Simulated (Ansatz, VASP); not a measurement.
# Two plane-wave programs on Cs

```
Cs
1.0
    -2.88408    2.88408    2.88408
     2.88408   -2.88408    2.88408
     2.88408    2.88408   -2.88408
Cs
1
Direct
  0.00000 0.00000 0.00000
```

Alike in both runs: task single point; functional LDA; k mesh 6 × 6 × 6; occupations fermi-dirac, width 0.1 eV; no spin polarisation.

```csv
,VASP,Ansatz
version,VASP 6.6.1,Ansatz 0.2.0
potentials or method,"VASP PAW LDA potentials, release 64 (Cs_sv), cutoff 520 eV","plane waves (420 eV) with PAW, scalar-relativistic"
valence electrons in the cell,9,9
```

|  | VASP | Ansatz | Ansatz less VASP |
| --- | --- | --- | --- |
| pressure (GPa) | 0.0 | 0.0 | +0.01 |

Ansatz warns that its potentials were made for another functional, while VASP's fit it. LDA's correlation is that of Perdew and Zunger in VASP and of Perdew and Wang (1992) in Ansatz.

Spin-orbit coupling is off throughout.
